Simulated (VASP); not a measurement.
# Al2O3 (Corundum) (R-3c) in VASP: notebook, part 2 of 2

VASP 6.6.1.

### 4 Single point, r2SCAN (volume scaled by 0.97, then relaxed in part)

The input, POSCAR:

```
Al2O3
1.0
    2.3562939010      1.3604069180      4.2848640503
   -2.3562939010      1.3604069180      4.2848640503
    0.0000000000     -2.7208138361      4.2848640503
Al O
4 6
Direct
    0.3518543805      0.3518543805      0.3518543805
    0.1481456195      0.1481456195      0.1481456195
    0.6481456195      0.6481456195      0.6481456195
    0.8518543805      0.8518543805      0.8518543805
    0.5566631560      0.9433368440      0.2500000000
    0.2500000000      0.5566631560      0.9433368440
    0.9433368440      0.2500000000      0.5566631560
    0.4433368440      0.0566631560      0.7500000000
    0.7500000000      0.4433368440      0.0566631560
    0.0566631560      0.7500000000      0.4433368440
```

The input, INCAR.step1:

```
ALGO = Normal ; EDIFF = 1E-4
ENCUT = 520 ; GGA = PE
ISMEAR = 0 ; LASPH = T
LCHARG = F ; LREAL = F
LWAVE = T ; NBANDS = 35
NELM = 60 ; PREC = Accurate
SIGMA = 0.02
```

The input, INCAR.step2:

```
ALGO = Normal ; EDIFF = 1E-6
ENCUT = 520 ; ISIF = 2
ISMEAR = 0 ; ISTART = 1
LASPH = T ; LCHARG = F
LMIXTAU = T ; LREAL = F
LWAVE = F ; METAGGA = R2SCAN
NBANDS = 35 ; NELM = 60
PREC = Accurate ; SIGMA = 0.02
```

The input, KPOINTS:

```
k-points
0
Gamma
  6 6 6
```

Run with:

```bash
cat potpaw_PBE.64/Al/POTCAR potpaw_PBE.64/O/POTCAR > POTCAR
cp INCAR.step1 INCAR
mpirun -np 1 vasp_std > vasp.out
cp INCAR.step2 INCAR
mpirun -np 1 vasp_std > vasp.out
```

Run time: 3.3 min. Hardware: 1 thread of Intel Xeon 6975P-C (Granite Rapids), shared host; peak memory 0.28 GiB.

It converged, with:

| Item | Value |
| --- | --- |
| Free energy | -96.2092 eV |
| Pressure | 7.8 GPa |
| Largest force | 0.021 eV/Å |
| Band gap on the k mesh | 7.54 eV, direct |

Forces in eV/Å, atoms in the order of the input:
```
Al   0.000  0.000 -0.021
Al   0.000  0.000  0.021
Al   0.000  0.000  0.021
Al   0.000  0.000 -0.021
O   -0.012  0.000  0.000
O    0.006 -0.011  0.000
O    0.006  0.011  0.000
O    0.012  0.000  0.000
O   -0.006  0.011  0.000
O   -0.006 -0.011  0.000
```

Levels at points of the mesh, in eV from the valence-band top:
```csv
k point,band 20,band 21,band 22,band 23,band 24,band 25,band 26,band 27,band 28,band 29
"(0.00, 0.00, 0.00)",-0.57,-0.57,-0.07,-0.07,0.00,7.54,10.35,12.36,12.87,12.87
"(0.50, 0.00, 0.00)",-1.40,-0.99,-0.99,-0.32,-0.32,10.72,10.72,11.07,11.07,12.97
"(0.50, 0.50, 0.00)",-1.40,-1.12,-0.98,-0.83,-0.30,10.71,11.16,11.21,11.77,12.51
"(0.50, 0.50, 0.50)",-2.14,-0.44,-0.44,-0.44,-0.44,9.96,9.96,12.43,12.43,14.09
```

Caveat: the PAW data sets were made with another functional, which shifts forces and pressure a little.

### 5 Single point, r2SCAN

The input, POSCAR:

```
Al2O3
1.0
    2.3794687083      1.3737868992      4.3317584919
   -2.3794687083      1.3737868992      4.3317584919
    0.0000000000     -2.7475737985      4.3317584919
Al O
4 6
Direct
    0.3519237653      0.3519237653      0.3519237653
    0.1480762347      0.1480762347      0.1480762347
    0.6480762347      0.6480762347      0.6480762347
    0.8519237653      0.8519237653      0.8519237653
    0.5563371802      0.9436628198      0.2500000000
    0.2500000000      0.5563371802      0.9436628198
    0.9436628198      0.2500000000      0.5563371802
    0.4436628198      0.0563371802      0.7500000000
    0.7500000000      0.4436628198      0.0563371802
    0.0563371802      0.7500000000      0.4436628198
```

The input, INCAR.step1:

```
SYSTEM = Al2O3
ALGO     = Normal         ! electronic algorithm
EDIFF    = 1E-4           ! SCF threshold, eV
ENCUT    = 520            ! plane-wave cutoff, eV
GGA      = PE             ! functional
ISMEAR   = 0              ! smearing method
LASPH    = .TRUE.         ! aspherical terms in the spheres
LCHARG   = .FALSE.        ! write CHGCAR
LREAL    = .FALSE.        ! projectors in reciprocal space
LWAVE    = .TRUE.         ! write WAVECAR
NBANDS   = 35             ! bands
NELM     = 80             ! most SCF steps
PREC     = Accurate       ! precision mode
SIGMA    = 0.02           ! smearing width, eV
```

The input, INCAR.step2:

```
SYSTEM = Al2O3
ALGO     = Normal         ! electronic algorithm
EDIFF    = 1E-7           ! SCF threshold, eV
ENCUT    = 520            ! plane-wave cutoff, eV
ISIF     = 2              ! what is computed and relaxed
ISMEAR   = 0              ! smearing method
ISTART   = 1            
LASPH    = .TRUE.         ! aspherical terms in the spheres
LCHARG   = .TRUE.         ! write CHGCAR
LELF     = .TRUE.         ! ELF
LMIXTAU  = .TRUE.       
LREAL    = .FALSE.        ! projectors in reciprocal space
LVHAR    = .TRUE.       
LWAVE    = .FALSE.        ! write WAVECAR
METAGGA  = R2SCAN         ! meta-GGA
NBANDS   = 35             ! bands
NELM     = 80             ! most SCF steps
PREC     = Accurate       ! precision mode
SIGMA    = 0.02           ! smearing width, eV
```

The input, KPOINTS:

```
k-points
0
G
  6 6 6
  0 0 0
```

Potentials or basis: VASP PAW PBE potentials, release 64 (Al, O).

Run with:

```bash
cat potpaw_PBE.64/Al/POTCAR potpaw_PBE.64/O/POTCAR > POTCAR
cp INCAR.step1 INCAR
mpirun -np 1 vasp_std > vasp.out
cp INCAR.step2 INCAR
mpirun -np 1 vasp_std > vasp.out
```

OUTCAR:

```text
SYSTEM = Al2O3
   EDIFF = 1E-7
   ENCUT = 520
   ISIF = 2
   ISMEAR = 0
   ISTART = 1
   LASPH = .TRUE.
   LREAL = .FALSE.
   METAGGA = R2SCAN
   NELM = 80
   PREC = Accurate

 ion  position               nearest neighbor table
   1  0.352  0.352  0.352-   9 1.86   8 1.86  10 1.86   7 1.97   6 1.97   5 1.97   2 2.65   3 2.79
                             3 2.79   3 2.79   2 3.22   2 3.22   2 3.22
   2  0.148  0.148  0.148-  10 1.86   8 1.86   9 1.86   6 1.97   7 1.97   5 1.97   1 2.65   4 2.79
                             4 2.79   4 2.79   1 3.22   1 3.22   1 3.22
   3  0.648  0.648  0.648-   6 1.86   5 1.86   7 1.86  10 1.97   9 1.97   8 1.97   4 2.65   1 2.79
                             1 2.79   1 2.79   4 3.22   4 3.22   4 3.22
   4  0.852  0.852  0.852-   7 1.86   5 1.86   6 1.86   9 1.97  10 1.97   8 1.97   3 2.65   2 2.79
                             2 2.79   2 2.79   3 3.22   3 3.22   3 3.22
   5  0.556  0.944  0.250-   3 1.86   4 1.86   1 1.97   2 1.97
   6  0.250  0.556  0.944-   3 1.86   4 1.86   2 1.97   1 1.97
   7  0.944  0.250  0.556-   4 1.86   3 1.86   1 1.97   2 1.97
   8  0.444  0.056  0.750-   1 1.86   2 1.86   3 1.97   4 1.97
   9  0.750  0.444  0.056-   1 1.86   2 1.86   4 1.97   3 1.97
  10  0.056  0.750  0.444-   2 1.86   1 1.86   3 1.97   4 1.97

  LATTYP: Found a trigonal (rhomboedric) cell.
 ALAT       =     5.1296484685
 COS(alpha) =     0.5696569604

  Lattice vectors:

 A1 = (   2.3794687083,   1.3737868992,   4.3317584919)
 A2 = (  -2.3794687083,   1.3737868992,   4.3317584919)
 A3 = (   0.0000000000,  -2.7475737985,   4.3317584919)

Analysis of symmetry for initial positions (statically):
=====================================================================
 Subroutine PRICEL returns:
 Original cell was already a primitive cell.

 Routine SETGRP: Setting up the symmetry group for a
 trigonal (rhombohedral) supercell.

 Subroutine GETGRP returns: Found 12 space group operations
 (whereof  6 operations were pure point group operations)
 out of a pool of 12 trial point group operations.

The static configuration has the point symmetry S_6 .
 The point group associated with its full space group is D_3d.

Analysis of symmetry for dynamics (positions and initial velocities):
=====================================================================
 Subroutine PRICEL returns:
 Original cell was already a primitive cell.

 Routine SETGRP: Setting up the symmetry group for a
 trigonal (rhombohedral) supercell.

 Subroutine GETGRP returns: Found 12 space group operations
 (whereof  6 operations were pure point group operations)
 out of a pool of 12 trial point group operations.

The dynamic configuration has the point symmetry S_6 .
 The point group associated with its full space group is D_3d.

 Subroutine INISYM returns: Found 12 space group operations
 (whereof  6 operations are pure point group operations),
 and found     1 'primitive' translations

----------------------------------------------------------------------------------------

                                     Primitive cell

  volume of cell :      84.9601

  direct lattice vectors                    reciprocal lattice vectors
     2.379468708  1.373786899  4.331758492     0.210130942  0.121319156  0.076951043
[... 84 lines left out ...]
   k-points           NKPTS =     32   k-points in BZ     NKDIM =     32   number of bands    NBANDS=     35
   number of dos      NEDOS =    301   number of ions     NIONS =     10
   total plane-waves  NPLWV =  64000
   dimension x,y,z NGX =    40 NGY =   40 NGZ =   40
   dimension x,y,z NGXF=    80 NGYF=   80 NGZF=   80
   ions per type =               4   6
   NGX,Y,Z   is equivalent  to a cutoff of  12.96, 12.96, 12.96 a.u.
   NGXF,Y,Z  is equivalent  to a cutoff of  25.93, 25.93, 25.93 a.u.
 SYSTEM =  Al2O3
   PREC   = accura    normal or accurate (medium, high low for compatibility)
   ISTART =      1    job   : 0-new  1-cont  2-samecut
   ICHARG =      0    charge: 1-file 2-atom 10-const
   ISPIN  =      1    spin polarized calculation?
   LNONCOLLINEAR =      F non collinear calculations
   LSORBIT =      F    spin-orbit coupling
   LASPH  =      T    aspherical Exc in radial PAW
   ENCUT  =  520.0 eV  38.22 Ry    6.18 a.u.   9.54  9.54  9.54*2*pi/ulx,y,z
   NELM   =     80;   NELMIN=  2; NELMDL=  0     # of ELM steps
   EDIFF  = 0.1E-06   stopping-criterion for ELM
   LREAL  =      F    real-space projection
   EDIFFG = 0.1E-05   stopping-criterion for IOM
   NSW    =      0    number of steps for IOM
   IBRION =     -1    ionic relax: 0-MD 1-quasi-New 2-CG
   NFREE  =      0    steps in history (QN), initial steepest desc. (CG)
   ISIF   =      2    stress and relaxation
   ISYM   =      2    0-nonsym 1-usesym 2-fastsym
   POTIM  = 0.5000    time-step for ionic-motion
   TEBEG  =    0.0;   TEEND  =   0.0 temperature during run
   PSTRESS=    0.0 pullay stress
   NELECT =      48.0000    total number of electrons
   NUPDOWN=      -1.0000    fix difference up-down
   EMIN   =  10.00;   EMAX   =-10.00  energy-range for DOS
   EFERMI =   0.00;   METHOD = LEGACY
   ISMEAR =     0;   SIGMA  =   0.02  broadening in eV -4-tet -1-fermi 0-gaus
   EFERMI_NEDOS =   21; number of points for ismear=-14 and -15
   IALGO  =     38    algorithm
   IMIX   =      4    mixing-type and parameters
     AMIX     =   0.40;   BMIX     =  1.00
     AMIX_MAG =   1.60;   BMIX_MAG =  1.00
  volume/ion in A,a.u.               =       8.50        57.33
  Fermi-wavevector in a.u.,A,eV,Ry     =   1.353371  2.557501 24.920619  1.831614
  Thomas-Fermi vector in A             =   2.480632
   LORBIT       =      0    0 simple, 1 ext, 2 COOP (PROOUT), +10 PAW based schemes
   METAGGA = R2SCAN    functional components
   LHFCALC =     F    Hartree Fock is set to
   AEXX    =    0.0000 exact exchange contribution
   IVDW    =     0    specifies the selected vdW correction
   LEPSILON=     F    determine dielectric tensor
   LRPA    =     F    only Hartree local field effects (RPA)
 non-spin polarized calculation
 Gauss-broadening in eV      SIGMA  =   0.02
  energy-cutoff  :      520.00
  volume of cell :       84.96
 maximum number of plane-waves:      2308
 NGX is ok and might be reduce to    40
   NGX = 19   NGY = 19   NGZ = 19

 number of electron      48.0000013 magnetization

 Free energy of the ion-electron system (eV)
  ---------------------------------------------------
  ext. energy  EPLUGINS =         0.00000000
  ---------------------------------------------------
  free energy    TOTEN  =       -96.26958568 eV

  energy without entropy =      -96.26958568  energy(sigma->0) =      -96.26958568

 E-fermi :   5.8401     XC(G=0): -12.2306

 val. band max:        5.7390817695   @ k =   0.0000   0.0000   0.0000
 cond. band min:      12.8938119031   @ k =   0.0000   0.0000   0.0000
 fundamental gap:      7.1547301336
 Fermi energy:         5.8401232728

 k-point     1 :       0.0000    0.0000    0.0000
  band No.  band energies     occupation
      1     -14.4652      2.00000
      2     -12.1740      2.00000
      3     -11.8981      2.00000
      4     -11.8981      2.00000
      5     -11.5891      2.00000
      6     -11.5891      2.00000
[... 901 lines left out ...]
     34      20.2581      0.00000
     35      20.4542      0.00000

 [... further k-points ...]

------------------------ aborting loop because EDIFF is reached ----------------------------------------

  FORCE on cell =-STRESS in cart. coord.  units (eV):
  Direction    XX          YY          ZZ          XY          YZ          ZX
  --------------------------------------------------------------------------------------
  -------------------------------------------------------------------------------------
  Total       -0.2529266     -0.2529266     -0.3070679      0.0000000      0.0000000      0.0000000
  in kB       -4.7696911     -4.7696911     -5.7906883      0.0000000      0.0000000      0.0000000
  external PRESSURE =      -5.1100235 kB  Pullay stress =       0.0000000 kB

 VOLUME and BASIS-vectors are now :
 -----------------------------------------------------------------------------
  energy-cutoff  :      520.00
  volume of cell :       84.96
      direct lattice vectors                 reciprocal lattice vectors
     2.379468708  1.373786899  4.331758492     0.210130942  0.121319156  0.076951043
    -2.379468708  1.373786899  4.331758492    -0.210130942  0.121319156  0.076951043
     0.000000000 -2.747573798  4.331758492     0.000000000 -0.242638311  0.076951043

 POSITION                                       TOTAL-FORCE (eV/Angst)
 -----------------------------------------------------------------------------------
      0.00000     -0.00000      4.57335        -0.000000      0.000000     -0.021274
      0.00000     -0.00000      1.92429        -0.000000     -0.000000      0.021274
      0.00000     -0.00000      8.42193        -0.000000     -0.000000      0.021274
      0.00000     -0.00000     11.07098        -0.000000      0.000000     -0.021274
     -0.92163      1.37379      7.58058        -0.009653      0.000000      0.000000
     -0.72892     -1.48505      7.58058         0.004826     -0.008359      0.000000
      1.65055      0.11126      7.58058         0.004826      0.008359      0.000000
      0.92163     -1.37379      5.41470         0.009653      0.000000      0.000000
      0.72892      1.48505      5.41470        -0.004826      0.008359      0.000000
     -1.65055     -0.11126      5.41470        -0.004826     -0.008359      0.000000
 -----------------------------------------------------------------------------------
    total drift:                               -0.000000     -0.000000      0.000000

  FREE ENERGIE OF THE ION-ELECTRON SYSTEM (eV)
  ---------------------------------------------------
  free  energy   TOTEN  =       -96.2695856790 eV

  energy  without entropy=      -96.2695856790  energy(sigma->0) =      -96.26958568
```

It took 3.9 min on 1 thread of Intel Xeon 6975P-C (Granite Rapids), shared host; peak memory 0.27 GiB.

Results:

```yaml
Free_energy: -96.2696 eV
Pressure: -0.5 GPa
Largest_force: 0.021 eV/Å
Band_gap_on_the_k_mesh: 7.15 eV, direct
```

Forces in eV/Å, atoms in the order of the input:
```
Al   0.000  0.000 -0.021
Al   0.000  0.000  0.021
Al   0.000  0.000  0.021
Al   0.000  0.000 -0.021
O   -0.010  0.000  0.000
O    0.005 -0.008  0.000
O    0.005  0.008  0.000
O    0.010  0.000  0.000
O   -0.005  0.008  0.000
O   -0.005 -0.008  0.000
```

Levels at points of the mesh, in eV from the valence-band top:
| k point | band 21 | band 22 | band 23 | band 24 | band 25 | band 26 | band 27 | band 28 |
| --- | --- | --- | --- | --- | --- | --- | --- | --- |
| (0.00, 0.00, 0.00) | -0.52 | -0.05 | -0.05 | 0.00 | 7.15 | 10.12 | 11.95 | 12.59 |
| (0.50, 0.00, 0.00) | -0.93 | -0.93 | -0.29 | -0.29 | 10.43 | 10.43 | 10.71 | 10.71 |
| (0.50, 0.50, 0.00) | -1.05 | -0.92 | -0.78 | -0.27 | 10.59 | 10.78 | 10.91 | 11.46 |
| (0.50, 0.50, 0.50) | -0.40 | -0.40 | -0.40 | -0.40 | 9.63 | 9.63 | 12.17 | 12.17 |

Caveat: the PAW data sets were made with another functional, which shifts forces and pressure a little.

### 6 Single point, r2SCAN (volume scaled by 1.03, then relaxed in part)

The input, POSCAR:

```
Al2O3
1.0
    2.4022070539      1.3869148892      4.3776454040
   -2.4022070539      1.3869148892      4.3776454040
    0.0000000000     -2.7738297784      4.3776454040
Al O
4 6
Direct
    0.3519716567      0.3519716567      0.3519716567
    0.1480283433      0.1480283433      0.1480283433
    0.6480283433      0.6480283433      0.6480283433
    0.8519716567      0.8519716567      0.8519716567
    0.5560828340      0.9439171660      0.2500000000
    0.2500000000      0.5560828340      0.9439171660
    0.9439171660      0.2500000000      0.5560828340
    0.4439171660      0.0560828340      0.7500000000
    0.7500000000      0.4439171660      0.0560828340
    0.0560828340      0.7500000000      0.4439171660
```

The input, INCAR.step1:

```
SYSTEM = Al2O3
PREC = Accurate
ENCUT = 520
ISMEAR = 0
SIGMA = 0.02
LREAL = .FALSE.
LASPH = .TRUE.
NELM = 60
NBANDS = 35
GGA = PE
ALGO = Normal
EDIFF = 1E-4
LWAVE = .TRUE.
LCHARG = .FALSE.
```

The input, INCAR.step2:

```
SYSTEM = Al2O3
PREC = Accurate
ENCUT = 520
EDIFF = 1E-6
ISMEAR = 0
SIGMA = 0.02
LREAL = .FALSE.
LASPH = .TRUE.
NELM = 60
ALGO = Normal
ISIF = 2
LWAVE = .FALSE.
LCHARG = .FALSE.
METAGGA = R2SCAN
LMIXTAU = .TRUE.
NBANDS = 35
ISTART = 1
```

The input, KPOINTS:

```
Automatic mesh
0
G
  6 6 6
  0 0 0
```

Potentials or basis: VASP PAW PBE potentials, release 64 (Al, O).

Run with:

```bash
cat potpaw_PBE.64/Al/POTCAR potpaw_PBE.64/O/POTCAR > POTCAR
cp INCAR.step1 INCAR
mpirun -np 1 vasp_std > vasp.out
cp INCAR.step2 INCAR
mpirun -np 1 vasp_std > vasp.out
```

It took 2.8 min on 1 thread of Intel Xeon 6975P-C (Granite Rapids), shared host; peak memory 0.28 GiB.

Results (log left out):

| Property | Result |
| --- | --- |
| Free energy | -96.2068 eV |
| Pressure | -7.7 GPa |
| Largest force | 0.018 eV/Å |
| Band gap on the k mesh | 6.78 eV, direct |

Forces on the atoms (eV/Å):
```
Al   0.000  0.000 -0.018
Al   0.000  0.000  0.018
Al   0.000  0.000  0.018
Al   0.000  0.000 -0.018
O   -0.014  0.000  0.000
O    0.007 -0.012  0.000
O    0.007  0.012  0.000
O    0.014  0.000  0.000
O   -0.007  0.012  0.000
O   -0.007 -0.012  0.000
```

Stress tensor (GPa, compression positive):
```
-7.63  0.00  0.00
 0.00 -7.63  0.00
 0.00  0.00 -7.73
```

Levels at points of the mesh, in eV from the valence-band top:
```tsv
k point	band 22	band 23	band 24	band 25	band 26	band 27
(0.00, 0.00, 0.00)	-0.03	-0.03	0.00	6.78	9.89	11.56
(0.50, 0.00, 0.00)	-0.88	-0.26	-0.26	10.12	10.12	10.39
(0.50, 0.50, 0.00)	-0.87	-0.73	-0.24	10.41	10.45	10.60
(0.50, 0.50, 0.50)	-0.36	-0.36	-0.36	9.31	9.31	11.92
```

Caveat: the PAW data sets were made with another functional, which shifts forces and pressure a little. A k mesh can miss the band edges.

### 7 Summary

```csv
task,cell,cutoff (eV),gap on the mesh (eV),pressure (GPa),largest force (eV/Å)
relaxation of cell and atoms,"relaxed from a = 5.130 Å, angles 55.3°, 10 atoms",600,7.20,0.0,-
single point,"a = 5.020 Å, angles 55.4°, 10 atoms",520,7.95,17.5,0.03
single point,"a = 5.076 Å, angles 55.3°, 10 atoms",520,7.54,7.8,0.02
single point,"a = 5.130 Å, angles 55.3°, 10 atoms",520,7.15,-0.5,0.02
single point,"a = 5.182 Å, angles 55.2°, 10 atoms",520,6.78,-7.7,0.02
```

Alike in all rows: level r2SCAN; potentials or basis VASP PAW PBE potentials, release 64 (Al, O); no spin polarisation; k mesh 6 × 6 × 6; smearing gaussian 0.02 eV.

Caveats: the PAW data sets were made with another functional, which shifts forces and pressure a little.

Absolute energies hang on the potentials; compare differences alone.

### 8 How close it comes

Step 5. Against the measured gap of Al2O3, 8.7 eV (optical; quoted in “Multi-petahertz electron interference in Cr:Al2O3 solid-state material”, 2018, pmc:5906618), the calculated 7.15 eV is off by -1.55 eV. The value is that of r2SCAN on a finite k mesh, which can miss the band edges, without temperature or zero-point motion.
